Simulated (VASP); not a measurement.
# Ca (Fm-3m) in VASP: single point with PBE

Aim: the single point of Ca with PBE.

Everything below comes from runs of VASP 6.6.1. Logs are shortened: lines on timing, memory, paths and dates and some standing lists are left out, and cuts for length are marked.

## 1. The cell of the first run

The structure is cubic, space group Fm-3m (No. 225). Conventional cell: a = 5.534 Å, b = 5.534 Å, c = 5.534 Å, α = 90.00°, β = 90.00°, γ = 90.00°. Within 5.1 Å of Ca (site symmetry m-3m) lie 12 Ca at 3.91 Å.

## 2. Single point, PBE, non-collinear spin, zero start, spin-orbit coupling

POSCAR

```
Ca
1.0
    0.0000000000      2.7671706600      2.7671706600
    2.7671706600      0.0000000000      2.7671706600
    2.7671706600      2.7671706600      0.0000000000
Ca
1
Direct
    0.0000000000      0.0000000000      0.0000000000
```

INCAR.step1

```
SYSTEM = Ca
PREC     = Accurate       ! precision mode
ENCUT    = 520            ! plane-wave cutoff, eV
EDIFF    = 1E-6           ! SCF threshold, eV
ISMEAR   = -1             ! smearing method
SIGMA    = 0.1            ! smearing width, eV
LREAL    = .False.        ! projectors in reciprocal space
LASPH    = .True.         ! aspherical terms in the spheres
NELM     = 150            ! most SCF steps
ALGO     = Normal         ! electronic algorithm
ISIF     = 2              ! what is computed and relaxed
LWAVE    = .False.        ! write WAVECAR
LCHARG   = .True.         ! write CHGCAR
MAGMOM   = 0 0 0          ! initial moments
LSORBIT  = .True.         ! spin-orbit coupling
GGA_COMPAT= .False.      
LORBMOM  = .True.       
GGA      = PE             ! functional
NBANDS   = 21             ! bands
```

KPOINTS.step1

```
Automatic mesh
0
Gamma
  11 11 11
  0 0 0
```

INCAR.step2

```
SYSTEM = Ca
PREC     = Accurate       ! precision mode
ENCUT    = 520            ! plane-wave cutoff, eV
EDIFF    = 1E-6           ! SCF threshold, eV
ISMEAR   = -5             ! smearing method
SIGMA    = 0.1            ! smearing width, eV
LREAL    = .False.        ! projectors in reciprocal space
LASPH    = .True.         ! aspherical terms in the spheres
NELM     = 150            ! most SCF steps
ALGO     = Normal         ! electronic algorithm
ISIF     = 2              ! what is computed and relaxed
LWAVE    = .False.        ! write WAVECAR
LCHARG   = .False.        ! write CHGCAR
MAGMOM   = 0 0 0          ! initial moments
LORBIT   = 11             ! projections on sites
LSORBIT  = .True.         ! spin-orbit coupling
GGA_COMPAT= .False.      
LORBMOM  = .True.       
GGA      = PE             ! functional
NEDOS    = 1001           ! points of the DOS
ICHARG   = 11             ! starting density
```

KPOINTS.step2

```
Automatic mesh
0
Gamma
  17 17 17
  0 0 0
```

Potentials or basis: VASP PAW PBE potentials, release 64 (Ca_sv).

Command:

```
> cat potpaw_PBE.64/Ca_sv/POTCAR > POTCAR
> cp INCAR.step1 INCAR
> cp KPOINTS.step1 KPOINTS
> mpirun -np 1 vasp_ncl > vasp.out
> cp INCAR.step2 INCAR
> cp KPOINTS.step2 KPOINTS
> mpirun -np 1 vasp_ncl > vasp.out
```

OUTCAR:

```text
SYSTEM = Ca
   PREC = Accurate
   ENCUT = 520
   EDIFF = 1E-6
   ISMEAR = -5
   LREAL = .False.
   LASPH = .True.
   NELM = 150
   ISIF = 2
   LORBIT = 11
   LSORBIT = .True.
   GGA = PE
   ICHARG = 11

 ion  position               nearest neighbor table
   1  0.000  0.000  0.000-

  LATTYP: Found a face centered cubic cell.
 ALAT       =     5.5343413200

  Lattice vectors:

 A1 = (   0.0000000000,   2.7671706600,   2.7671706600)
 A2 = (   2.7671706600,   0.0000000000,   2.7671706600)
 A3 = (   2.7671706600,   2.7671706600,   0.0000000000)

Analysis of symmetry for initial positions (statically):
=====================================================================
 Subroutine PRICEL returns:
 Original cell was already a primitive cell.

 Routine SETGRP: Setting up the symmetry group for a
 face centered cubic supercell.

 Subroutine GETGRP returns: Found 48 space group operations
 (whereof 48 operations were pure point group operations)
 out of a pool of 48 trial point group operations.

The static configuration has the point symmetry O_h .

Analysis of symmetry for dynamics (positions and initial velocities):
=====================================================================
 Subroutine PRICEL returns:
 Original cell was already a primitive cell.

 Routine SETGRP: Setting up the symmetry group for a
 face centered cubic supercell.

 Subroutine GETGRP returns: Found 48 space group operations
 (whereof 48 operations were pure point group operations)
 out of a pool of 48 trial point group operations.

The dynamic configuration has the point symmetry O_h .

Analysis of structural, dynamic, and magnetic symmetry:
=====================================================================
 Subroutine PRICEL returns:
 Original cell was already a primitive cell.

 Routine SETGRP: Setting up the symmetry group for a
 face centered cubic supercell.

 Subroutine GETGRP returns: Found 48 space group operations
 (whereof 48 operations were pure point group operations)
 out of a pool of 48 trial point group operations.

The overall configuration has the point symmetry O_h .

 Subroutine INISYM returns: Found 48 space group operations
 (whereof 48 operations are pure point group operations),
 and found     1 'primitive' translations

----------------------------------------------------------------------------------------

                                     Primitive cell

  volume of cell :      42.3777

  direct lattice vectors                    reciprocal lattice vectors
     0.000000000  2.767170660  2.767170660    -0.180689976  0.180689976  0.180689976
     2.767170660  0.000000000  2.767170660     0.180689976 -0.180689976  0.180689976
     2.767170660  2.767170660  0.000000000     0.180689976  0.180689976 -0.180689976

  length of vectors
     3.913370277  3.913370277  3.913370277     0.312964219  0.312964219  0.312964219

  position of ions in fractional coordinates (direct lattice)
     0.000000000  0.000000000  0.000000000

  ion indices of the primitive-cell ions
   primitive index   ion index
                 1           1

----------------------------------------------------------------------------------------

 KPOINTS: Automatic mesh

Automatic generation of k-mesh.
 Grid dimensions read from file:
 generate k-points for:   17   17   17

 Generating k-lattice:

  Cartesian coordinates                     Fractional coordinates (reciprocal lattice)
    -0.010628822  0.010628822  0.010628822     0.058823529  0.000000000  0.000000000
     0.010628822 -0.010628822  0.010628822     0.000000000  0.058823529  0.000000000
     0.010628822  0.010628822 -0.010628822     0.000000000  0.000000000  0.058823529

  Length of vectors
     0.018409660  0.018409660  0.018409660

  Shift w.r.t. Gamma in fractional coordinates (k-lattice)
     0.000000000  0.000000000  0.000000000

 TETIRR: Found    693 inequivalent tetrahedra from    29478

[... 46 lines left out ...]
   LSORBIT =      T    spin-orbit coupling
   LASPH  =      T    aspherical Exc in radial PAW
   ENCUT  =  520.0 eV  38.22 Ry    6.18 a.u.   7.28  7.28  7.28*2*pi/ulx,y,z
   NELM   =    150;   NELMIN=  2; NELMDL=  0     # of ELM steps
   EDIFF  = 0.1E-05   stopping-criterion for ELM
   LREAL  =      F    real-space projection
   EDIFFG = 0.1E-04   stopping-criterion for IOM
   NSW    =      0    number of steps for IOM
   IBRION =     -1    ionic relax: 0-MD 1-quasi-New 2-CG
   NFREE  =      0    steps in history (QN), initial steepest desc. (CG)
   ISIF   =      2    stress and relaxation
   ISYM   =      2    0-nonsym 1-usesym 2-fastsym
   POTIM  = 0.5000    time-step for ionic-motion
   TEBEG  =    0.0;   TEEND  =   0.0 temperature during run
   PSTRESS=    0.0 pullay stress
   NELECT =      10.0000    total number of electrons
   NUPDOWN=      -1.0000    fix difference up-down
   EMIN   =  10.00;   EMAX   =-10.00  energy-range for DOS
   EFERMI =   0.00;   METHOD = LEGACY
   ISMEAR =    -5;   SIGMA  =   0.10  broadening in eV -4-tet -1-fermi 0-gaus
   EFERMI_NEDOS =   21; number of points for ismear=-14 and -15
   IALGO  =     38    algorithm
   IMIX   =      4    mixing-type and parameters
     AMIX     =   0.40;   BMIX     =  1.00
     AMIX_MAG =   1.60;   BMIX_MAG =  1.00
  volume/ion in A,a.u.               =      42.38       285.98
  Fermi-wavevector in a.u.,A,eV,Ry     =   1.011647  1.911735 13.924599  1.023429
  Thomas-Fermi vector in A             =   2.144709
   LORBIT       =     11    0 simple, 1 ext, 2 COOP (PROOUT), +10 PAW based schemes
   GGA     = PE    functional components
   LHFCALC =     F    Hartree Fock is set to
   AEXX    =    0.0000 exact exchange contribution
   IVDW    =     0    specifies the selected vdW correction
   LEPSILON=     F    determine dielectric tensor
   LRPA    =     F    only Hartree local field effects (RPA)
 Fermi weights with tetrahedron method with Bloechl corrections
  energy-cutoff  :      520.00
  volume of cell :       42.38
 maximum number of plane-waves:      2316
 NGX is ok and might be reduce to    30

 number of electron      10.0000000 magnetization       0.0000000      0.0000000     -0.0000000

 Free energy of the ion-electron system (eV)
  ---------------------------------------------------
  ext. energy  EPLUGINS =         0.00000000
  ---------------------------------------------------
  free energy    TOTEN  =        -1.93224228 eV

  energy without entropy =       -1.93224228  energy(sigma->0) =       -1.93224228

 E-fermi :   1.9427     XC(G=0):  -7.7219

 val. band max:        1.9638141672   @ k =  -0.3529   0.3529   0.0588
 cond. band min:       1.9339852246   @ k =  -0.4118   0.2353   0.0000
 fundamental gap:     -0.0298289426
 Fermi energy:         1.9427185433

 k-point     1 :       0.0000    0.0000    0.0000
  band No.  band energies     occupation
      1     -40.0761      1.00000
      2     -40.0761      1.00000
      3     -21.2485      1.00000
      4     -21.2485      1.00000
      5     -20.8677      1.00000
      6     -20.8677      1.00000
[... 481 lines left out ...]
      5     -20.8869      1.00000
      6     -20.8869      1.00000
[... 10 lines left out ...]
     17       5.1511      0.00000
     18       5.2269      0.00000

 [... further k-points ...]

------------------------ aborting loop because EDIFF is reached ----------------------------------------

  FORCE on cell =-STRESS in cart. coord.  units (eV):
  Direction    XX          YY          ZZ          XY          YZ          ZX
  --------------------------------------------------------------------------------------
  -------------------------------------------------------------------------------------
  Total       -0.0636170     -0.0636170     -0.0636170      0.0000000      0.0000000     -0.0000000
  in kB       -2.4051708     -2.4051708     -2.4051708      0.0000000      0.0000000     -0.0000000
  external PRESSURE =      -2.4051708 kB  Pullay stress =       0.0000000 kB

 VOLUME and BASIS-vectors are now :
 -----------------------------------------------------------------------------
  energy-cutoff  :      520.00
  volume of cell :       42.38
      direct lattice vectors                 reciprocal lattice vectors
     0.000000000  2.767170660  2.767170660    -0.180689976  0.180689976  0.180689976
     2.767170660  0.000000000  2.767170660     0.180689976 -0.180689976  0.180689976
     2.767170660  2.767170660  0.000000000     0.180689976  0.180689976 -0.180689976

 POSITION                                       TOTAL-FORCE (eV/Angst)
 -----------------------------------------------------------------------------------
      0.00000      0.00000      0.00000         0.000000      0.000000      0.000000
 -----------------------------------------------------------------------------------
    total drift:                                0.000000     -0.000000     -0.000000

  FREE ENERGIE OF THE ION-ELECTRON SYSTEM (eV)
  ---------------------------------------------------
  free  energy   TOTEN  =        -1.9322422781 eV

  energy  without entropy=       -1.9322422781  energy(sigma->0) =       -1.93224228

 orbital moment (x)

 # of ion     p       d       tot
 ----------------------------------------
  1         0.000   0.000   0.000
 ----------------------------------------
            0.000   0.000   0.000

 orbital moment (y)

 # of ion     p       d       tot
 ----------------------------------------
  1         0.000   0.000   0.000
 ----------------------------------------
            0.000   0.000   0.000

 orbital moment (z)

 # of ion     p       d       tot
 ----------------------------------------
  1         0.000   0.000   0.000
 ----------------------------------------
            0.000   0.000   0.000

 Spin-Orbit-Coupling matrix elements

 Ion:    1  E_soc:     -0.0058968
 l=   1
     0.0000000    -0.0009832    -0.0009832
    -0.0009832     0.0000000    -0.0009832
    -0.0009832    -0.0009832     0.0000000
 l=   2
     0.0000000     0.0000004     0.0000000     0.0000004     0.0000001
     0.0000004     0.0000000     0.0000001     0.0000004     0.0000000
     0.0000000     0.0000001     0.0000000     0.0000001     0.0000000
     0.0000004     0.0000004     0.0000001     0.0000000     0.0000000
     0.0000001     0.0000000     0.0000000     0.0000000     0.0000000
 l=   3
     0.0000000     0.0000000     0.0000000     0.0000000     0.0000000     0.0000000     0.0000000
     0.0000000     0.0000000     0.0000000     0.0000000     0.0000000     0.0000000     0.0000000
     0.0000000     0.0000000     0.0000000     0.0000000     0.0000000     0.0000000     0.0000000
     0.0000000     0.0000000     0.0000000     0.0000000     0.0000000     0.0000000     0.0000000
     0.0000000     0.0000000     0.0000000     0.0000000     0.0000000     0.0000000     0.0000000
     0.0000000     0.0000000     0.0000000     0.0000000     0.0000000     0.0000000     0.0000000
     0.0000000     0.0000000     0.0000000     0.0000000     0.0000000     0.0000000     0.0000000

 total charge

# of ion       s       p       d       tot
------------------------------------------
    1        2.085   5.832   0.158   8.075

 magnetization (x)

# of ion       s       p       d       tot
------------------------------------------
    1        0.000   0.000   0.000   0.000

 magnetization (y)

# of ion       s       p       d       tot
------------------------------------------
    1        0.000   0.000   0.000   0.000

 magnetization (z)

# of ion       s       p       d       tot
------------------------------------------
    1        0.000   0.000  -0.000   0.000
```

It took 2.1 min on 1 thread of AMD EPYC 9R45 (Zen 5), shared host; peak memory 0.34 GiB.

Results:

- Net moment: 0.00 μB per cell
- Valence electrons inside the program's atomic spheres: Ca 8.07

Moments on the atoms (μB; x, y, z):
```
Ca  0.00 0.00 0.00
```
